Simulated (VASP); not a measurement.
# Al (Fm-3m) in VASP: further runs

The runs below take Al through single point, relaxation of cell and atoms, with LDA.

Program: VASP 6.6.1. These are calculated values, not measurements. Logs are shortened: lines on timing, memory, paths and dates and some standing lists are left out, and cuts for length are marked.

## 1. The cell of the first run

The structure is cubic, space group Fm-3m (No. 225). The conventional cell has a = 4.020 Å, b = 4.020 Å, c = 4.020 Å, α = 90.00°, β = 90.00°, γ = 90.00°. Within 3.7 Å of Al (site symmetry m-3m) lie 12 Al at 2.84 Å.

## 2. Single point, LDA

INCAR

```
PREC = Accurate
ENCUT = 500
EDIFF = 1E-6
ISMEAR = 0
SIGMA = 0.1
LREAL = F
LASPH = T
NELM = 120
ALGO = Normal
ISIF = 2
LWAVE = F
LCHARG = F
NBANDS = 8
GGA_COMPAT = F
```

KPOINTS

```
Automatic mesh
0
Gamma
  8 8 8
```

POSCAR

```
Al
1.0
    0.0000000000      2.0100000000      2.0100000000
    2.0100000000      0.0000000000      2.0100000000
    2.0100000000      2.0100000000      0.0000000000
Al
1
Direct
    0.0000000000      0.0000000000      0.0000000000
```

Potentials or basis: VASP PAW LDA potentials, release 64 (Al).

Run with:

```bash
> cat potpaw_LDA.64/Al/POTCAR > POTCAR
> mpirun -np 1 vasp_std > vasp.out
```

OUTCAR:

```text
PREC = Accurate
   ENCUT = 500
   EDIFF = 1E-6
   ISMEAR = 0
   LREAL = F
   LASPH = T
   NELM = 120
   ISIF = 2

 ion  position               nearest neighbor table
   1  0.000  0.000  0.000-

  LATTYP: Found a face centered cubic cell.
 ALAT       =     4.0200000000

  Lattice vectors:

 A1 = (   0.0000000000,   2.0100000000,   2.0100000000)
 A2 = (   2.0100000000,   0.0000000000,   2.0100000000)
 A3 = (   2.0100000000,   2.0100000000,   0.0000000000)

Analysis of symmetry for initial positions (statically):
=====================================================================
 Subroutine PRICEL returns:
 Original cell was already a primitive cell.

 Routine SETGRP: Setting up the symmetry group for a
 face centered cubic supercell.

 Subroutine GETGRP returns: Found 48 space group operations
 (whereof 48 operations were pure point group operations)
 out of a pool of 48 trial point group operations.

The static configuration has the point symmetry O_h .

Analysis of symmetry for dynamics (positions and initial velocities):
=====================================================================
 Subroutine PRICEL returns:
 Original cell was already a primitive cell.

 Routine SETGRP: Setting up the symmetry group for a
 face centered cubic supercell.

 Subroutine GETGRP returns: Found 48 space group operations
 (whereof 48 operations were pure point group operations)
 out of a pool of 48 trial point group operations.

The dynamic configuration has the point symmetry O_h .

 Subroutine INISYM returns: Found 48 space group operations
 (whereof 48 operations are pure point group operations),
 and found     1 'primitive' translations

----------------------------------------------------------------------------------------

                                     Primitive cell

  volume of cell :      16.2412

  direct lattice vectors                    reciprocal lattice vectors
     0.000000000  2.010000000  2.010000000    -0.248756219  0.248756219  0.248756219
     2.010000000  0.000000000  2.010000000     0.248756219 -0.248756219  0.248756219
     2.010000000  2.010000000  0.000000000     0.248756219  0.248756219 -0.248756219

  length of vectors
     2.842569260  2.842569260  2.842569260     0.430858410  0.430858410  0.430858410

  position of ions in fractional coordinates (direct lattice)
     0.000000000  0.000000000  0.000000000

  ion indices of the primitive-cell ions
   primitive index   ion index
                 1           1

----------------------------------------------------------------------------------------

 KPOINTS: Automatic mesh

Automatic generation of k-mesh.
 Grid dimensions read from file:
 generate k-points for:    8    8    8

 Generating k-lattice:

  Cartesian coordinates                     Fractional coordinates (reciprocal lattice)
    -0.031094527  0.031094527  0.031094527     0.125000000  0.000000000  0.000000000
     0.031094527 -0.031094527  0.031094527     0.000000000  0.125000000  0.000000000
     0.031094527  0.031094527 -0.031094527     0.000000000  0.000000000  0.125000000

  Length of vectors
     0.053857301  0.053857301  0.053857301

  Shift w.r.t. Gamma in fractional coordinates (k-lattice)
     0.000000000  0.000000000  0.000000000

 Subroutine IBZKPT returns following result:
 ===========================================

 Found     29 irreducible k-points:

 Following reciprocal coordinates:
            Coordinates               Weight
  0.000000  0.000000  0.000000      1.000000
  0.125000  0.000000  0.000000      8.000000
  0.250000  0.000000  0.000000      8.000000
  0.375000  0.000000  0.000000      8.000000
  0.500000  0.000000  0.000000      4.000000
  0.125000  0.125000  0.000000      6.000000
[... 16 lines left out ...]
  0.500000  0.250000  0.125000     48.000000
 -0.375000  0.250000  0.125000     24.000000
 [... further k-points ...]
   k-points           NKPTS =     29   k-points in BZ     NKDIM =     29   number of bands    NBANDS=      8
   number of dos      NEDOS =    301   number of ions     NIONS =      1
   total plane-waves  NPLWV =  13824
   dimension x,y,z NGX =    24 NGY =   24 NGZ =   24
   dimension x,y,z NGXF=    48 NGYF=   48 NGZF=   48
   ions per type =               1
   NGX,Y,Z   is equivalent  to a cutoff of  14.04, 14.04, 14.04 a.u.
   NGXF,Y,Z  is equivalent  to a cutoff of  28.07, 28.07, 28.07 a.u.
 SYSTEM =  unknown system
   PREC   = accura    normal or accurate (medium, high low for compatibility)
   ISTART =      0    job   : 0-new  1-cont  2-samecut
   ICHARG =      2    charge: 1-file 2-atom 10-const
   ISPIN  =      1    spin polarized calculation?
   LNONCOLLINEAR =      F non collinear calculations
   LSORBIT =      F    spin-orbit coupling
   LASPH  =      T    aspherical Exc in radial PAW
   ENCUT  =  500.0 eV  36.75 Ry    6.06 a.u.   5.18  5.18  5.18*2*pi/ulx,y,z
   NELM   =    120;   NELMIN=  2; NELMDL= -5     # of ELM steps
   EDIFF  = 0.1E-05   stopping-criterion for ELM
   LREAL  =      F    real-space projection
   EDIFFG = 0.1E-04   stopping-criterion for IOM
   NSW    =      0    number of steps for IOM
   IBRION =     -1    ionic relax: 0-MD 1-quasi-New 2-CG
   NFREE  =      0    steps in history (QN), initial steepest desc. (CG)
   ISIF   =      2    stress and relaxation
   ISYM   =      2    0-nonsym 1-usesym 2-fastsym
   POTIM  = 0.5000    time-step for ionic-motion
   TEBEG  =    0.0;   TEEND  =   0.0 temperature during run
   PSTRESS=    0.0 pullay stress
   NELECT =       3.0000    total number of electrons
   NUPDOWN=      -1.0000    fix difference up-down
   EMIN   =  10.00;   EMAX   =-10.00  energy-range for DOS
   EFERMI =   0.00;   METHOD = LEGACY
   ISMEAR =     0;   SIGMA  =   0.10  broadening in eV -4-tet -1-fermi 0-gaus
   EFERMI_NEDOS =   21; number of points for ismear=-14 and -15
   IALGO  =     38    algorithm
   IMIX   =      4    mixing-type and parameters
     AMIX     =   0.40;   BMIX     =  1.00
     AMIX_MAG =   1.60;   BMIX_MAG =  1.00
  volume/ion in A,a.u.               =      16.24       109.60
  Fermi-wavevector in a.u.,A,eV,Ry     =   0.932343  1.761873 11.827055  0.869264
  Thomas-Fermi vector in A             =   2.058931
   LORBIT       =      0    0 simple, 1 ext, 2 COOP (PROOUT), +10 PAW based schemes
   GGA     = CA    functional components
   LHFCALC =     F    Hartree Fock is set to
   AEXX    =    0.0000 exact exchange contribution
   IVDW    =     0    specifies the selected vdW correction
   LEPSILON=     F    determine dielectric tensor
   LRPA    =     F    only Hartree local field effects (RPA)
 non-spin polarized calculation
 Gauss-broadening in eV      SIGMA  =   0.10
  energy-cutoff  :      500.00
  volume of cell :       16.24
 maximum number of plane-waves:       428
 NGX is ok and might be reduce to    24
   NGX = 11   NGY = 11   NGZ = 11

 number of electron       3.0000000 magnetization

 Free energy of the ion-electron system (eV)
  ---------------------------------------------------
  ext. energy  EPLUGINS =         0.00000000
  ---------------------------------------------------
  free energy    TOTEN  =        -4.18448720 eV

  energy without entropy =       -4.18137711  energy(sigma->0) =       -4.18293215

 E-fermi :   8.0162     XC(G=0): -10.4014

 val. band max:        7.6331644230   @ k =  -0.2500   0.3750   0.1250
 cond. band min:       8.0925109082   @ k =   0.5000   0.2500   0.1250
 fundamental gap:      0.4593464851
 Fermi energy:         8.0162272204

 k-point     1 :       0.0000    0.0000    0.0000
  band No.  band energies     occupation
      1      -3.2520      2.00000
      2      20.6149      0.00000
      3      20.6149      0.00000
      4      20.6149      0.00000
      5      22.0559      0.00000
      6      22.0559      0.00000
      7      22.0559      0.00000
      8      24.6870      0.00000

 k-point     2 :       0.1250    0.0000    0.0000
  band No.  band energies     occupation
      1      -2.8243      2.00000
      2      16.3058      0.00000
      3      19.6552      0.00000
      4      19.6552      0.00000
      5      22.7585      0.00000
      6      23.6002      0.00000
      7      23.6002      0.00000
      8      25.6676      0.00000

 k-point     3 :       0.2500    0.0000    0.0000
  band No.  band energies     occupation
      1      -1.5491      2.00000
      2      11.4122      0.00000
      3      18.8852      0.00000
      4      18.8852      0.00000
      5      22.4288      0.00000
      6      22.7303      0.00000
      7      22.7303      0.00000
      8      26.8907      0.00000

 k-point     4 :       0.3750    0.0000    0.0000
  band No.  band energies     occupation
      1       0.5506      2.00000
      2       7.0843      2.00000
      3      18.7930      0.00000
      4      18.7930      0.00000
      5      20.7451      0.00000
      6      20.7451      0.00000
      7      22.5153      0.00000
      8      24.8078      0.00000

 k-point     5 :       0.5000    0.0000    0.0000
  band No.  band energies     occupation
      1       3.3451      2.00000
      2       3.5420      2.00000
      3      19.3611      0.00000
      4      19.3611      0.00000
      5      19.4653      0.00000
      6      19.4653      0.00000
      7      23.2910      0.00000
      8      23.3138      0.00000
[... 177 lines left out ...]
 k-point    22 :       0.3750    0.2500    0.1250
  band No.  band energies     occupation
      1      -0.4255      2.00000
      2      11.8262      0.00000
      3      13.2340      0.00000
      4      16.7685      0.00000
      5      20.1530      0.00000
      6      21.9167      0.00000
      7      24.9501      0.00000
      8      28.2853      0.00000

 k-point    23 :       0.5000    0.2500    0.1250
  band No.  band energies     occupation
      1       1.6560      2.00000
      2       8.0925      0.28067
      3      12.5559      0.00000
      4      14.6228      0.00000
      5      20.7788      0.00000
      6      22.8707      0.00000
      7      24.9995      0.00000
      8      28.9706      0.00000

 k-point    24 :      -0.3750    0.2500    0.1250
  band No.  band energies     occupation
      1       4.3971      2.00000
      2       4.6433      2.00000
      3      12.9594      0.00000
      4      13.4178      0.00000
      5      21.3023      0.00000
      6      21.7420      0.00000
      7      28.2671      0.00000
      8      28.5978      0.00000

 [... further k-points ...]

------------------------ aborting loop because EDIFF is reached ----------------------------------------

  FORCE on cell =-STRESS in cart. coord.  units (eV):
  Direction    XX          YY          ZZ          XY          YZ          ZX
  --------------------------------------------------------------------------------------
  -------------------------------------------------------------------------------------
  Total       -0.2039965     -0.2039965     -0.2039965     -0.0000000      0.0000000     -0.0000000
  in kB      -20.1240399    -20.1240399    -20.1240399     -0.0000000      0.0000000     -0.0000000
  external PRESSURE =     -20.1240399 kB  Pullay stress =       0.0000000 kB

 VOLUME and BASIS-vectors are now :
 -----------------------------------------------------------------------------
  energy-cutoff  :      500.00
  volume of cell :       16.24
      direct lattice vectors                 reciprocal lattice vectors
     0.000000000  2.010000000  2.010000000    -0.248756219  0.248756219  0.248756219
     2.010000000  0.000000000  2.010000000     0.248756219 -0.248756219  0.248756219
     2.010000000  2.010000000  0.000000000     0.248756219  0.248756219 -0.248756219

 POSITION                                       TOTAL-FORCE (eV/Angst)
 -----------------------------------------------------------------------------------
      0.00000      0.00000      0.00000        -0.000000     -0.000000      0.000000
 -----------------------------------------------------------------------------------
    total drift:                                0.000000     -0.000000      0.000000

  FREE ENERGIE OF THE ION-ELECTRON SYSTEM (eV)
  ---------------------------------------------------
  free  energy   TOTEN  =        -4.1844871998 eV

  energy  without entropy=       -4.1813771089  energy(sigma->0) =       -4.18293215
```

Wall time 4.1 s (1 thread of Intel Xeon Platinum 8259CL at 2.50GHz (Skylake/Cascade Lake), shared host); peak memory 0.11 GiB.

What came out:

```yaml
Free_energy: -4.1845 eV
Pressure: -2.0 GPa
Band_gap_on_the_k_mesh: zero (an odd number of electrons rules out a gap without spin polarisation)
```

Levels at points of the mesh, in eV from the Fermi level:
```csv
k point,band 1,band 2,band 3,band 4
"(0.00, 0.00, 0.00)",-11.27,12.60,12.60,12.60
"(0.50, 0.00, 0.00)",-4.67,-4.47,11.34,11.34
"(0.50, 0.50, 0.00)",-2.99,-1.68,5.24,5.55
```

(Continued in part 2 of 2.)

The gap in the log of VASP goes by the Fermi energy; the results here count the filled bands.